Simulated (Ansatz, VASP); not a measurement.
**One calculation of MgS, two programs**

File INCAR:

```
SYSTEM = MgS
PREC     = Accurate       ! precision mode
ENCUT    = 520            ! plane-wave cutoff, eV
EDIFF    = 1E-6           ! SCF threshold, eV
ISMEAR   = -1             ! smearing method
SIGMA    = 0.02           ! smearing width, eV
LREAL    = .False.        ! projectors in reciprocal space
LASPH    = .True.         ! aspherical terms in the spheres
NELM     = 60             ! most SCF steps
ALGO     = Normal         ! electronic algorithm
ISIF     = 2              ! what is computed and relaxed
LWAVE    = .False.        ! write WAVECAR
LCHARG   = .False.        ! write CHGCAR
GGA      = PE             ! functional
NBANDS   = 11             ! bands
```

KPOINTS

```
regular mesh
0
Gamma
  8 8 8
  0 0 0
```

POSCAR

```
MgS
1.0
    0.0000000000      2.8308768389      2.8308768389
    2.9656265765      0.0000000000      2.8308768389
    2.9656265765      2.8308768389      0.0000000000
Mg S
1 1
Direct
    0.0000000000      0.0000000000      0.0000000000
    0.2500000000      0.2500000000      0.2500000000
```

Input for Ansatz:

```yaml
crystal:
  lattice:
    - [0.0, 2.8308768389, 2.8308768389]
    - [2.9656265765, 0.0, 2.8308768389]
    - [2.9656265765, 2.8308768389, 0.0]
  atoms:
    - { symbol: Mg, position: [0.0, 0.0, 0.0] }
    - { symbol: S, position: [0.25, 0.25, 0.25] }
kpoints:
  mp_grid: { grid: [8, 8, 8] }
  band_path:
    path:
      - [0.0, 0.0, 0.0]
      - [-0.5, -0.5, 0.0]
      - [-0.375, -0.375, 0.25]
      - [-0.375, 0.0, 0.375]
      - [0.0, 0.0, 0.5]
      - [-0.5, -0.25, 0.25]
    npoints: 1
hamiltonian:
  xc: pbe
scf:
  occupations: { method: fermi_dirac, width: 0.02 }
  n_extra_bands: 4
output:
  forces: true
  stress: true
  eigenvalues: true
  write_density: true
  write_potential: true
  elf: true
  volumetric_format: npy
```

Change from the starting cell: uniaxial_x strain +4.8%.

Alike in both runs: task single point; functional PBE; k mesh 8 × 8 × 8; occupations fermi-dirac, width 0.02 eV; no spin polarisation.

|  | VASP | Ansatz |
| --- | --- | --- |
| version | VASP 6.6.1 | Ansatz 0.2.0 |
| potentials or method | VASP PAW PBE potentials, release 64 (Mg, S) | plane waves, PAW |
| plane-wave cutoff (eV) | 520 | 420 |
| valence electrons in the cell | 8 | 16 |

|  | VASP | Ansatz | Ansatz less VASP |
| --- | --- | --- | --- |
| gap on the k mesh at the Fermi level (eV) | 3.18 | 3.18 | +0.009 |
| pressure (GPa) | -1.6 | -1.5 | +0.15 |
| traceless stress, the component that is largest in VASP (GPa) | -0.83 | -0.82 | +0.008 |

The functional is the same, so the differences come from potentials, cutoffs and numerics. VASP's potentials hold 8 valence electrons a cell and Ansatz's 16, so a difference there can come from the potentials and not from the codes.
